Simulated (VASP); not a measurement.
# NiO (P6_3/mmc) in VASP: a series of runs

NiO is run at these levels: PBE; tasks: single point.

Program: VASP 6.6.1. These are calculated values, not measurements. Logs are shortened: lines on timing, memory, paths and dates and some standing lists are left out, and cuts for length are marked.

### Step 1. The cell of the first run

It takes space group P6_3/mmc (No. 194, hexagonal). The conventional cell has a = 2.992 Å, b = 2.992 Å, c = 5.128 Å, α = 90.00°, β = 90.00°, γ = 120.00°. Ni (site symmetry -3m) has 6 O at 2.15 Å and 2 Ni at 2.56 Å within 2.8 Å. O (site symmetry -6m2) has 6 Ni at 2.15 Å within 2.8 Å.

### Step 2. Single point, PBE, collinear spin, antiferromagnetic start (9.94 Å³/atom)

Input file INCAR:

```
ALGO = Normal
EDIFF = 1E-7
ENCUT = 520
GGA = PE
ISIF = 2
ISMEAR = 0
ISPIN = 2
LASPH = T
LCHARG = T
LELF = T
LMAXMIX = 4
LORBIT = 11
LREAL = F
LVHAR = T
LWAVE = F
MAGMOM = 1.49 -1.49 0 0
NBANDS = 28
NELM = 150
PREC = Accurate
SIGMA = 0.05
```

Input file KPOINTS:

```
k-points
0
Gamma
  12 12 8
```

Input file POSCAR:

```
NiO
1.0
    2.9917651287      0.0000000000      0.0000000000
   -1.4958825644      2.5909446036      0.0000000000
    0.0000000000      0.0000000000      5.1283594599
Ni O
2 2
Direct
    0.0000000000      0.0000000000      0.0000000000
    0.0000000000      0.0000000000      0.5000000000
    0.3333333333      0.6666666667      0.2500001226
    0.6666666667      0.3333333333      0.7499998774
```

Potentials or basis: VASP PAW PBE potentials, release 64 (Ni, O).

Started as:

```sh
$ cat potpaw_PBE.64/Ni/POTCAR potpaw_PBE.64/O/POTCAR > POTCAR
$ mpirun -np 1 vasp_std > vasp.out
```

OUTCAR:

```text
EDIFF = 1E-7
   ENCUT = 520
   GGA = PE
   ISIF = 2
   ISMEAR = 0
   ISPIN = 2
   LASPH = T
   LORBIT = 11
   LREAL = F
   NELM = 150
   PREC = Accurate

 ion  position               nearest neighbor table
   1  0.000  0.000  0.000-   3 2.15   4 2.15   4 2.15   3 2.15   4 2.15   3 2.15   2 2.56   2 2.56

   2  0.000  0.000  0.500-   3 2.15   4 2.15   4 2.15   3 2.15   4 2.15   3 2.15   1 2.56   1 2.56

   3  0.333  0.667  0.250-   2 2.15   2 2.15   2 2.15   1 2.15   1 2.15   1 2.15
   4  0.667  0.333  0.750-   2 2.15   2 2.15   2 2.15   1 2.15   1 2.15   1 2.15

  LATTYP: Found a hexagonal cell.
 ALAT       =     2.9917651287
 C/A-ratio  =     1.7141584447

  Lattice vectors:

 A1 = (   2.9917651287,   0.0000000000,   0.0000000000)
 A2 = (  -1.4958825644,   2.5909446036,   0.0000000000)
 A3 = (   0.0000000000,   0.0000000000,   5.1283594599)

Analysis of symmetry for initial positions (statically):
=====================================================================
 Subroutine PRICEL returns:
 Original cell was already a primitive cell.

 Routine SETGRP: Setting up the symmetry group for a
 hexagonal supercell.

 Subroutine GETGRP returns: Found 24 space group operations
 (whereof 12 operations were pure point group operations)
 out of a pool of 24 trial point group operations.

The static configuration has the point symmetry D_3d.
 The point group associated with its full space group is D_6h.

Analysis of symmetry for dynamics (positions and initial velocities):
=====================================================================
 Subroutine PRICEL returns:
 Original cell was already a primitive cell.

 Routine SETGRP: Setting up the symmetry group for a
 hexagonal supercell.

 Subroutine GETGRP returns: Found 24 space group operations
 (whereof 12 operations were pure point group operations)
 out of a pool of 24 trial point group operations.

The dynamic configuration has the point symmetry D_3d.
 The point group associated with its full space group is D_6h.

Analysis of structural, dynamic, and magnetic symmetry:
=====================================================================
 Subroutine PRICEL returns:
 Original cell was already a primitive cell.

 Routine SETGRP: Setting up the symmetry group for a
 hexagonal supercell.

 Subroutine GETGRP returns: Found 24 space group operations
 (whereof 12 operations were pure point group operations)
 out of a pool of 24 trial point group operations.

The overall configuration has the point symmetry D_3d.
 The point group associated with its full space group is D_6h.

 Subroutine INISYM returns: Found 24 space group operations
 (whereof 12 operations are pure point group operations),
 and found     1 'primitive' translations

----------------------------------------------------------------------------------------

                                     Primitive cell

  volume of cell :      39.7525

  direct lattice vectors                    reciprocal lattice vectors
     2.991765129  0.000000000  0.000000000     0.334250838  0.192979811  0.000000000
    -1.495882564  2.590944604  0.000000000     0.000000000  0.385959622  0.000000000
     0.000000000  0.000000000  5.128359460     0.000000000  0.000000000  0.194994132

  length of vectors
     2.991765129  2.991765129  5.128359460     0.385959622  0.385959622  0.194994132

  position of ions in fractional coordinates (direct lattice)
     0.000000000  0.000000000  0.000000000
     0.000000000  0.000000000  0.500000000
     0.333333333  0.666666667  0.250000123
     0.666666667  0.333333333  0.749999877

  ion indices of the primitive-cell ions
   primitive index   ion index
                 1           1
                 2           2
                 3           3
                 4           4

----------------------------------------------------------------------------------------

 KPOINTS: k-points

Automatic generation of k-mesh.
 Grid dimensions read from file:
 generate k-points for:   12   12    8

 Generating k-lattice:

  Cartesian coordinates                     Fractional coordinates (reciprocal lattice)
     0.027854236  0.016081651  0.000000000     0.083333333  0.000000000  0.000000000
     0.000000000  0.032163302  0.000000000     0.000000000  0.083333333  0.000000000
     0.000000000  0.000000000  0.024374266     0.000000000  0.000000000  0.125000000

  Length of vectors
     0.032163302  0.032163302  0.024374266

  Shift w.r.t. Gamma in fractional coordinates (k-lattice)
     0.000000000  0.000000000  0.000000000

 Subroutine IBZKPT returns following result:
 ===========================================

 Found     95 irreducible k-points:

 Following reciprocal coordinates:
            Coordinates               Weight
  0.000000  0.000000  0.000000      1.000000
  0.083333  0.000000  0.000000      6.000000
  0.166667  0.000000  0.000000      6.000000
  0.250000  0.000000  0.000000      6.000000
  0.333333  0.000000  0.000000      6.000000
  0.416667  0.000000  0.000000      6.000000
[... 16 lines left out ...]
  0.250000  0.000000  0.125000     12.000000
  0.333333  0.000000  0.125000     12.000000
 [... further k-points ...]
   k-points           NKPTS =     95   k-points in BZ     NKDIM =     95   number of bands    NBANDS=     28
   number of dos      NEDOS =    301   number of ions     NIONS =      4
   total plane-waves  NPLWV =  23040
   dimension x,y,z NGX =    24 NGY =   24 NGZ =   40
   dimension x,y,z NGXF=    48 NGYF=   48 NGZF=   80
   ions per type =               2   2
   NGX,Y,Z   is equivalent  to a cutoff of  13.34, 13.34, 12.97 a.u.
   NGXF,Y,Z  is equivalent  to a cutoff of  26.67, 26.67, 25.93 a.u.
 SYSTEM =  unknown system
   PREC   = accura    normal or accurate (medium, high low for compatibility)
   ISTART =      0    job   : 0-new  1-cont  2-samecut
   ICHARG =      2    charge: 1-file 2-atom 10-const
   ISPIN  =      2    spin polarized calculation?
   LNONCOLLINEAR =      F non collinear calculations
   LSORBIT =      F    spin-orbit coupling
   LASPH  =      T    aspherical Exc in radial PAW
   ENCUT  =  520.0 eV  38.22 Ry    6.18 a.u.   5.56  5.56  9.54*2*pi/ulx,y,z
   NELM   =    150;   NELMIN=  2; NELMDL= -5     # of ELM steps
   EDIFF  = 0.1E-06   stopping-criterion for ELM
   LREAL  =      F    real-space projection
   EDIFFG = 0.1E-05   stopping-criterion for IOM
   NSW    =      0    number of steps for IOM
   IBRION =     -1    ionic relax: 0-MD 1-quasi-New 2-CG
   NFREE  =      0    steps in history (QN), initial steepest desc. (CG)
   ISIF   =      2    stress and relaxation
   ISYM   =      2    0-nonsym 1-usesym 2-fastsym
   POTIM  = 0.5000    time-step for ionic-motion
   TEBEG  =    0.0;   TEEND  =   0.0 temperature during run
   PSTRESS=    0.0 pullay stress
   NELECT =      32.0000    total number of electrons
   NUPDOWN=      -1.0000    fix difference up-down
   EMIN   =  10.00;   EMAX   =-10.00  energy-range for DOS
   EFERMI =   0.00;   METHOD = LEGACY
   ISMEAR =     0;   SIGMA  =   0.05  broadening in eV -4-tet -1-fermi 0-gaus
   EFERMI_NEDOS =   21; number of points for ismear=-14 and -15
   IALGO  =     38    algorithm
   IMIX   =      4    mixing-type and parameters
     AMIX     =   0.40;   BMIX     =  1.00
     AMIX_MAG =   1.60;   BMIX_MAG =  1.00
  volume/ion in A,a.u.               =       9.94        67.07
  Fermi-wavevector in a.u.,A,eV,Ry     =   1.522896  2.877855 31.554781  2.319211
  Thomas-Fermi vector in A             =   2.631413
   LORBIT       =     11    0 simple, 1 ext, 2 COOP (PROOUT), +10 PAW based schemes
   GGA     = PE    functional components
   LHFCALC =     F    Hartree Fock is set to
   AEXX    =    0.0000 exact exchange contribution
   IVDW    =     0    specifies the selected vdW correction
   LEPSILON=     F    determine dielectric tensor
   LRPA    =     F    only Hartree local field effects (RPA)
 spin polarized calculation
 Gauss-broadening in eV      SIGMA  =   0.05
  energy-cutoff  :      520.00
  volume of cell :       39.75
 maximum number of plane-waves:      1093
 NGX is ok and might be reduce to    24
   NGX = 11   NGY = 11   NGZ = 19

 number of electron      32.0000000 magnetization      -0.0000000

 number of electron      32.0000035 magnetization       0.0000000

 Free energy of the ion-electron system (eV)
  ---------------------------------------------------
  ext. energy  EPLUGINS =         0.00000000
  ---------------------------------------------------
  free energy    TOTEN  =       -23.23975829 eV

  energy without entropy =      -23.23975829  energy(sigma->0) =      -23.23975829

 E-fermi :   6.4608     XC(G=0): -12.1428

 val. band max:        6.2187138018   @ k =   0.0000   0.0000   0.0000
 cond. band min:       6.9266446533   @ k =   0.2500   0.0000   0.3750
 fundamental gap:      0.7079308515
 Fermi energy:         6.4607570224

 spin component 1

 k-point     1 :       0.0000    0.0000    0.0000
  band No.  band energies     occupation
      1     -12.8081      1.00000
      2     -11.7611      1.00000
      3      -0.7218      1.00000
      4       1.8078      1.00000
      5       1.8078      1.00000
      6       3.5544      1.00000
[... 20 lines left out ...]
     27      26.3793      0.00000
     28      26.3793      0.00000

 k-point     2 :       0.0833    0.0000    0.0000
  band No.  band energies     occupation
      1     -12.7457      1.00000
      2     -11.7420      1.00000
      3      -0.6080      1.00000
      4       1.7583      1.00000
      5       1.8175      1.00000
      6       3.3094      1.00000
[... 20 lines left out ...]
     27      25.3786      0.00000
     28      25.7149      0.00000

 k-point     3 :       0.1667    0.0000    0.0000
  band No.  band energies     occupation
      1     -12.5688      1.00000
      2     -11.6895      1.00000
      3      -0.2816      1.00000
      4       1.6251      1.00000
      5       1.8339      1.00000
      6       2.3355      1.00000
[... 616 lines left out ...]
      3       0.2423      1.00000
      4       1.2141      1.00000
      5       1.5363      1.00000
      6       1.8673      1.00000
[... 20 lines left out ...]
     27      24.3638      0.00000
     28      27.3757      0.00000

 k-point    24 :       0.3333    0.0000    0.1250
  band No.  band energies     occupation
      1     -12.0036      1.00000
      2     -11.5788      1.00000
      3       0.3164      1.00000
      4       0.7485      1.00000
      5       1.3975      1.00000
      6       1.8089      1.00000
[... 20 lines left out ...]
     27      24.7926      0.00000
     28      27.7565      0.00000

 [... further k-points ...]

 spin component 2

 k-point     1 :       0.0000    0.0000    0.0000
  band No.  band energies     occupation
      1     -12.8081      1.00000
      2     -11.7611      1.00000
      3      -0.7218      1.00000
      4       1.8078      1.00000
      5       1.8078      1.00000
      6       3.5544      1.00000
[... 20 lines left out ...]
     27      26.3793      0.00000
     28      26.3793      0.00000

 k-point     2 :       0.0833    0.0000    0.0000
  band No.  band energies     occupation
      1     -12.7457      1.00000
      2     -11.7420      1.00000
      3      -0.6080      1.00000
      4       1.7582      1.00000
      5       1.8174      1.00000
      6       3.3094      1.00000
[... 20 lines left out ...]
     27      25.3786      0.00000
     28      25.7149      0.00000

 k-point     3 :       0.1667    0.0000    0.0000
  band No.  band energies     occupation
      1     -12.5688      1.00000
      2     -11.6895      1.00000
      3      -0.2816      1.00000
      4       1.6251      1.00000
      5       1.8339      1.00000
      6       2.3355      1.00000
[... 616 lines left out ...]
      3       0.1977      1.00000
      4       1.1569      1.00000
      5       1.5720      1.00000
      6       1.8430      1.00000
[... 20 lines left out ...]
     27      24.3677      0.00000
     28      27.3607      0.00000

 k-point    24 :       0.3333    0.0000    0.1250
  band No.  band energies     occupation
      1     -12.0060      1.00000
      2     -11.5759      1.00000
      3       0.3038      1.00000
      4       0.5746      1.00000
      5       1.5241      1.00000
      6       1.7942      1.00000
[... 20 lines left out ...]
     27      24.7920      0.00000
     28      27.7422      0.00000

 [... further k-points ...]

------------------------ aborting loop because EDIFF is reached ----------------------------------------

  FORCE on cell =-STRESS in cart. coord.  units (eV):
  Direction    XX          YY          ZZ          XY          YZ          ZX
  --------------------------------------------------------------------------------------
  -------------------------------------------------------------------------------------
  Total       -2.7575110     -2.7575110     -2.7593117      0.0000000      0.0000000      0.0000000
  in kB     -111.1383001   -111.1383001   -111.2108780      0.0000000      0.0000000      0.0000000
  external PRESSURE =    -111.1624927 kB  Pullay stress =       0.0000000 kB

 VOLUME and BASIS-vectors are now :
 -----------------------------------------------------------------------------
  energy-cutoff  :      520.00
  volume of cell :       39.75
      direct lattice vectors                 reciprocal lattice vectors
     2.991765129  0.000000000  0.000000000     0.334250838  0.192979811  0.000000000
    -1.495882564  2.590944604  0.000000000     0.000000000  0.385959622  0.000000000
     0.000000000  0.000000000  5.128359460     0.000000000  0.000000000  0.194994132

 POSITION                                       TOTAL-FORCE (eV/Angst)
 -----------------------------------------------------------------------------------
      0.00000      0.00000      0.00000         0.000000      0.000000      0.000000
      0.00000      0.00000      2.56418         0.000000      0.000000      0.000000
     -0.00000      1.72730      1.28209        -0.000000      0.000000      0.000000
      1.49588      0.86365      3.84627         0.000000      0.000000      0.000000
 -----------------------------------------------------------------------------------
    total drift:                                0.000000      0.000000     -0.000000

  FREE ENERGIE OF THE ION-ELECTRON SYSTEM (eV)
  ---------------------------------------------------
  free  energy   TOTEN  =       -23.2397582913 eV

  energy  without entropy=      -23.2397582913  energy(sigma->0) =      -23.23975829

 total charge

# of ion       s       p       d       tot
------------------------------------------
    1        0.315   0.364   8.225   8.903
    2        0.315   0.364   8.225   8.903
    3        1.564   3.353   0.000   4.917
    4        1.564   3.353   0.000   4.917
--------------------------------------------------
tot          3.759   7.433  16.449  27.641

 magnetization (x)

# of ion       s       p       d       tot
------------------------------------------
    1       -0.004  -0.008   1.363   1.350
    2        0.004   0.008  -1.363  -1.350
    3        0.000   0.000   0.000   0.000
    4        0.000   0.000   0.000   0.000
--------------------------------------------------
tot          0.000   0.000   0.000   0.000
```

Wall time 1.9 min (1 thread of Intel Xeon 6975P-C (Granite Rapids), shared host); peak memory 0.28 GiB.

What came out:

- Free energy: -23.2398 eV
- Pressure: -11.1 GPa
- Band gap on the k mesh: 0.71 eV (least direct gap 0.83 eV)
- Net moment: 0.00 μB per cell
- Site moments: Ni +1.35, -1.35; O +0.00 μB
- Valence electrons inside the program's atomic spheres: Ni 8.90; O 4.92

Caveat: the cell stands under tension. A k mesh can miss the band edges.

### Step 3. Single point, PBE, collinear spin, antiferromagnetic start (10.22 Å³/atom)

This run uses another cell than the first one, of 10.22 Å³/atom.

Input file INCAR:

```
SYSTEM = NiO
PREC     = Accurate       ! precision mode
ENCUT    = 520            ! plane-wave cutoff, eV
EDIFF    = 1E-6           ! SCF threshold, eV
ISMEAR   = 0              ! smearing method
SIGMA    = 0.05           ! smearing width, eV
LREAL    = .FALSE.        ! projectors in reciprocal space
LASPH    = .TRUE.         ! aspherical terms in the spheres
NELM     = 150            ! most SCF steps
ALGO     = Normal         ! electronic algorithm
ISIF     = 2              ! what is computed and relaxed
LWAVE    = .FALSE.        ! write WAVECAR
LCHARG   = .FALSE.        ! write CHGCAR
ISPIN    = 2              ! spin polarisation
MAGMOM   = 1.5 -1.5 0 0   ! initial moments
LORBIT   = 11             ! projections on sites
LMAXMIX  = 4              ! l up to which the mixer works
GGA      = PE             ! functional
NBANDS   = 28             ! bands
```

Input file KPOINTS:

```
regular mesh
0
G
  12 12 8
  0 0 0
```

Input file POSCAR:

```
NiO
1.0
    3.0238980547      0.0000000000      0.0000000000
   -1.5119490274      2.6187725338      0.0000000000
    0.0000000000      0.0000000000      5.1606934971
Ni O
2 2
Direct
    0.0000000000      0.0000000000      0.0000000000
    0.0000000000      0.0000000000      0.5000000000
    0.3333333333      0.6666666667      0.2499998141
    0.6666666667      0.3333333333      0.7500001859
```

Potentials or basis: VASP PAW PBE potentials, release 64 (Ni, O).

Started as:

```sh
$ cat potpaw_PBE.64/Ni/POTCAR potpaw_PBE.64/O/POTCAR > POTCAR
$ mpirun -np 1 vasp_std > vasp.out
```

Run time: 1.8 min. Hardware: 1 thread of Intel Xeon 6975P-C (Granite Rapids), shared host; peak memory 0.28 GiB.

It converged, with:

```
Free energy                                           : -23.1511 eV
Pressure                                              : -14.6 GPa
Band gap on the k mesh                                : 0.70 eV (least direct gap 0.83 eV)
Net moment                                            : 0.00 μB per cell
Site moments                                          : Ni +1.36, -1.36; O +0.00 μB
Valence electrons inside the program's atomic spheres : Ni 8.86; O 4.91
```

Levels at points of the mesh, in eV from the valence-band top:
Spin up:
```
           k point  band 12  band 13  band 14  band 15  band 16  band 17  band 18  band 19  band 20  band 21
(0.00, 0.00, 0.00)    -1.49    -1.49    -0.59    -0.59     0.00     1.51     1.58     1.58     6.10     9.16
(0.50, 0.00, 0.00)    -1.12    -0.99    -0.50    -0.32    -0.16     1.62     1.66     6.56     8.00     8.41
(0.00, 0.00, 0.50)    -0.90    -0.83    -0.83    -0.26    -0.26     1.30     1.30     4.13     4.27    11.80
(0.50, 0.00, 0.50)    -1.12    -0.49    -0.47    -0.35    -0.26     1.26     1.37     6.22     6.40     9.90
```
Spin down:
```csv
k point,band 12,band 13,band 14,band 15,band 16,band 17,band 18,band 19,band 20,band 21
"(0.00, 0.00, 0.00)",-1.49,-1.49,-0.59,-0.59,0.00,1.51,1.58,1.58,6.10,9.16
"(0.50, 0.00, 0.00)",-1.12,-0.99,-0.50,-0.32,-0.16,1.62,1.66,6.56,8.00,8.41
"(0.00, 0.00, 0.50)",-0.90,-0.83,-0.83,-0.26,-0.26,1.30,1.30,4.13,4.27,11.80
"(0.50, 0.00, 0.50)",-1.12,-0.49,-0.47,-0.35,-0.26,1.26,1.37,6.22,6.40,9.90
```

Caveat: the cell stands under tension.
